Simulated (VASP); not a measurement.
# In2As3 (P-3m1) in VASP: a series of runs, part 2 of 2

VASP 6.6.1. Earlier steps stand in the parts before.

### Step 5. Relaxation of cell and atoms, PBE

Input file INCAR:

```
SYSTEM = In2As3
ALGO = Normal ; EDIFF = 1E-6
EDIFFG = -0.04 ; ENCUT = 600
GGA = PE ; IBRION = 2
ISIF = 3 ; ISMEAR = 0
LASPH = .True. ; LCHARG = .False.
LREAL = .False. ; LWAVE = .False.
NELM = 80 ; NSW = 90
PREC = Accurate ; SIGMA = 0.1
```

Input file KPOINTS:

```
k-points
0
Gamma
  6 6 4
  0 0 0
```

Input file POSCAR:

```
In2As3
1.0
    4.7554901000      0.0000000000      0.0000000000
   -2.3777450500      4.1183752300      0.0000000000
    0.0000000000      0.0000000000      5.7418136400
In As
2 3
Direct
    0.3333333300      0.6666666700      0.1380000000
    0.6666666700      0.3333333300      0.8620000000
    0.0000000000      0.0000000000      0.0000000000
    0.3333333300      0.6666666700      0.6250000000
    0.6666666700      0.3333333300      0.3750000000
```

Launch:

```sh
$ cat potpaw_PBE.64/In_d/POTCAR potpaw_PBE.64/As/POTCAR > POTCAR
$ mpirun -np 1 vasp_std > vasp.out
```

Run time: 48 min. Hardware: 1 thread of AMD EPYC 7R43 (Zen 3), shared host; peak memory 0.28 GiB.

Results (log left out):

```yaml
Free_energy: -18.8932 eV
Relaxed_volume: 28.38 Å³/atom
Relaxed_cell: a = 4.494 Å, b = 4.494 Å, c = 8.112 Å, α = 90.00°, β = 90.00°, γ = 120.00°
Space_group_after_relaxing_to_0.1_Å: P-3m1 (No. 164)
Energy_gained_by_relaxing: 362.4 meV/atom
Ionic_steps: 40
Pressure_after_relaxing: 0.1 GPa
Largest_force_after_relaxing: 0.030 eV/Å
Band_gap_on_the_k_mesh: zero (an odd number of electrons rules out a gap without spin polarisation)
```

Forces in eV/Å, atoms in the order of the input:
```
In   0.000  0.000  0.011
In   0.000  0.000 -0.011
As   0.000  0.000  0.000
As   0.000  0.000 -0.030
As   0.000  0.000  0.030
```

Stress tensor (GPa, compression positive):
```
0.14 0.00 0.00
0.00 0.14 0.00
0.00 0.00 0.00
```

The path:
```
step  energy change (eV)  largest force (eV/Å)  pressure (GPa)  volume (Å³)
   1              0.0000                0.8483            6.31       112.45
   2             -0.2738                0.6626           -1.81       127.50
   3             -0.2802                0.6708           -0.95       125.22
   4             -0.3637                0.6229           -0.68       124.68
   5             -0.5943                0.3411            0.91       122.99
   6             -0.2376                3.3302            8.32       119.30
   7             -0.6453                0.8285            2.05       122.22
   8             -0.6489                1.0231            2.48       121.94
   9             -0.6648                1.0589            2.57       121.96
  10             -0.7116                1.1650            2.78       122.03
  11             -0.7965                1.4066            3.31       122.14
  12             -0.8884                2.0345            4.70       122.21
  13             -1.0844                1.8220            4.03       123.51
  14             -1.4722                1.3956            2.65       127.03
  15             -1.4272                1.2002            2.16       132.34
  16             -1.5737                1.2688            2.12       130.10
  17             -1.6272                1.0696            1.44       130.94
  18             -1.7039                0.5605           -0.34       133.44
  19             -1.7059                0.4845           -0.63       133.88
  20             -1.7213                0.3894           -0.38       133.14
  21             -1.7390                0.1816            0.24       131.46
  22             -1.7396                0.1383            0.38       131.10
  23             -1.7431                0.1505            0.23       131.61
  24             -1.7494                0.2107           -0.24       133.17
  25             -1.7503                0.2401           -0.44       133.93
  26             -1.7532                0.2314           -0.39       133.94
  27             -1.7606                0.1993           -0.21       133.97
  28             -1.7683                0.1054            0.17       134.04
  29             -1.7686                0.0814            0.27       134.05
  30             -1.7723                0.0803            0.18       134.78
  31             -1.7816                0.0876           -0.08       136.98
  32             -1.7913                0.0822           -0.64       141.44
  33             -1.7946                0.0781           -0.57       141.60
  34             -1.8029                0.0722           -0.35       142.07
  35             -1.8081                0.1263            0.03       142.99
  36             -1.8086                0.1109           -0.06       142.76
  37             -1.8086                0.1138           -0.03       142.80
  38             -1.8095                0.1037           -0.03       142.71
  39             -1.8114                0.0731            0.00       142.44
  40             -1.8122                0.0295            0.09       141.90
```

Final structure:
```xyz
5
Lattice="4.4943 0.0000 0.0000 -2.2472 3.8922 0.0000 0.0000 0.0000 8.1118" Properties=species:S:1:pos:R:3 pbc="T T T"
In    0.0000    2.5948    1.3308
In    2.2472    1.2974    6.7810
As    0.0000    0.0000    0.0000
As    0.0000    2.5948    4.0869
As    2.2472    1.2974    4.0249
```

Levels at points of the mesh, in eV from the Fermi level:
| k point | band 18 | band 19 | band 20 | band 21 | band 22 | band 23 |
| --- | --- | --- | --- | --- | --- | --- |
| (0.00, 0.00, 0.00) | -2.25 | -1.38 | -1.38 | 0.51 | 1.14 | 1.14 |
| (0.50, 0.00, 0.00) | -2.37 | -2.05 | -1.43 | -1.18 | 1.98 | 2.06 |
| (0.00, 0.00, 0.50) | -1.43 | -1.34 | -1.34 | 0.49 | 0.98 | 0.98 |
| (0.50, 0.00, 0.50) | -2.79 | -2.49 | -1.71 | -0.89 | 0.71 | 2.43 |

Caveat: the volume moved by over 15 % at a fixed basis, so the end points are rough; spin-orbit coupling is left out, which moves the levels of the heavy elements.

### Step 6. Single point, PBE

This run uses another cell than the first one, of 28.96 Å³/atom.

Input file INCAR:

```
SYSTEM = In2As3
  PREC = Accurate
  ENCUT = 520
  EDIFF = 1E-7
  ISMEAR = 0
  SIGMA = 0.1
  LREAL = .False.
  LASPH = .True.
  NELM = 100
  ALGO = Normal
  ISIF = 2
  LWAVE = .False.
  LCHARG = .False.
  GGA = PE
  NBANDS = 28
```

Input file KPOINTS:

```
Automatic mesh
0
Gamma
  12 12 6
  0 0 0
```

Input file POSCAR:

```
In2As3
1.0
    4.4884326999      0.0000000000      0.0000000000
   -2.2442163500      3.8870967413      0.0000000000
    0.0000000000      0.0000000000      8.3000300831
In As
2 3
Direct
    0.3333333333      0.6666666667      0.1602001926
    0.6666666667      0.3333333333      0.8397998074
    0.0000000000      0.0000000000      0.0000000000
    0.3333333333      0.6666666667      0.4926910482
    0.6666666667      0.3333333333      0.5073089518
```

Potentials or basis: VASP PAW PBE potentials, release 64 (In_d, As).

Launch:

```sh
$ cat potpaw_PBE.64/In_d/POTCAR potpaw_PBE.64/As/POTCAR > POTCAR
$ mpirun -np 1 vasp_std > vasp.out
```

Wall time 10 min (1 thread of AMD EPYC 7R43 (Zen 3), shared host); peak memory 0.46 GiB.

It converged, with:

```yaml
Free_energy: -18.8571 eV
Pressure: 0.1 GPa
Largest_force: 0.006 eV/Å
Band_gap_on_the_k_mesh: zero (an odd number of electrons rules out a gap without spin polarisation)
```

Forces on the atoms (eV/Å):
```
In   0.000  0.000 -0.002
In   0.000  0.000  0.002
As   0.000  0.000  0.000
As   0.000  0.000  0.006
As   0.000  0.000 -0.006
```

Levels at points of the mesh, in eV from the Fermi level:
```
           k point  band 18  band 19  band 20  band 21  band 22  band 23  band 24  band 25
(0.00, 0.00, 0.00)    -2.33    -1.35    -1.35     0.34     1.15     1.15     2.27     2.27
(0.50, 0.00, 0.00)    -2.37    -2.05    -1.31    -1.27     1.75     2.09     2.44     3.67
(0.00, 0.00, 0.50)    -1.49    -1.31    -1.31     0.34     0.98     0.98     2.25     2.25
(0.50, 0.00, 0.50)    -2.79    -2.47    -1.57    -0.82     0.61     2.40     3.18     3.68
```

Caveat: spin-orbit coupling is left out, which moves the levels of the heavy elements.

### Step 7. Summary

```tsv
task	cell	k mesh	cutoff (eV)	smearing	gap on the mesh (eV)	pressure (GPa)	largest force (eV/Å)
single point	a = 4.755, b = 4.755, c = 5.742 Å, angles 90.0, 90.0, 120.0°, 5 atoms, atomic positions A	6 × 6 × 4	520	gaussian 0.1 eV	none	6.3	0.85
single point	a = 4.492, b = 4.492, c = 8.143 Å, angles 90.0, 90.0, 120.0°, 5 atoms, atomic positions B	6 × 6 × 4	520	gaussian 0.1 eV	none	0.2	0.01
single point	a = 4.488, b = 4.488, c = 16.600 Å, angles 90.0, 90.0, 120.0°, 10 atoms, atomic positions C	6 × 6 × 2	520	gaussian 0.2 eV	none	0.0	0.09
relaxation of cell and atoms	relaxed from a = 4.755, b = 4.755, c = 5.742 Å, angles 90.0, 90.0, 120.0°, 5 atoms, atomic positions A	6 × 6 × 4	600	gaussian 0.1 eV	none	0.1	0.03
single point	a = 4.488, b = 4.488, c = 8.300 Å, angles 90.0, 90.0, 120.0°, 5 atoms, atomic positions D	12 × 12 × 6	520	gaussian 0.1 eV	none	0.1	0.01
```

Alike in all rows: level PBE; potentials or basis VASP PAW PBE potentials, release 64 (In_d, As); no spin polarisation.

Caveats: spin-orbit coupling is left out, which moves the levels of the heavy elements; the cell stands under pressure (at least some runs); the volume moved by over 15 % at a fixed basis, so the end points are rough (at least some runs).

Total energies depend on the potentials used, so only differences within one code and one set of settings carry meaning.
